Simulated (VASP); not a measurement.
Wanted: the native input for a VASP 6.6.1 run.

```
Task                   : relaxation of cell and atoms
Functional             : LDA
Potentials or basis    : VASP PAW LDA potentials, release 64 (Ni)
Cutoff                 : 600 eV
k mesh                 : 24 × 24 × 24
Occupations            : methfessel-paxton, width 0.1 eV
Spin                   : collinear spin, ferromagnetic start
Starting moments       : [0.7] μB
Dipole correction      : no
Further INCAR settings : ALGO = Fast; EDIFF = 1e-06; IBRION = 2; EDIFFG = -0.01; NSW = 80; ISIF = 3
```

The structure of Ni lies in POSCAR:

```
Ni
1.0
    0.0000000000      1.7619350000      1.7619350000
    1.7619350000      0.0000000000      1.7619350000
    1.7619350000      1.7619350000      0.0000000000
Ni
1
Direct
    0.0000000000      0.0000000000      0.0000000000
```

The input as run:

INCAR

```
ALGO = Fast
EDIFF = 1E-6
EDIFFG = -0.01
ENCUT = 600
GGA = CA
IBRION = 2
ISIF = 3
ISMEAR = 1
ISPIN = 2
LASPH = True
LCHARG = False
LMAXMIX = 4
LORBIT = 11
LREAL = False
LWAVE = False
MAGMOM = 0.7
NELM = 150
NSW = 80
PREC = Accurate
SIGMA = 0.1
```

KPOINTS

```
k-points
0
Gamma
  24 24 24
```

Potentials or basis: VASP PAW LDA potentials, release 64 (Ni).

Command:

```sh
$ cat potpaw_LDA.64/Ni/POTCAR > POTCAR
$ mpirun -np 1 vasp_std > vasp.out
```

It gave:

```
Relaxed volume                                        : 10.01 Å³/atom
Relaxed cell                                          : a = 2.419 Å, b = 2.419 Å, c = 2.419 Å, α = 60.00°, β = 60.00°, γ = 60.00°
Space group after relaxing (to 0.1 Å)                 : Fm-3m (No. 225)
Energy gained by relaxing                             : 57.1 meV/atom
Ionic steps                                           : 8
Pressure after relaxing                               : -0.1 GPa
Net moment                                            : 0.55 μB per cell
Site moments                                          : Ni +0.55 μB
Valence electrons inside the program's atomic spheres : Ni 9.48
```

It took 10 min on 1 thread of Intel Xeon 8259CL, with other jobs on the host, peak memory 0.22 GiB.
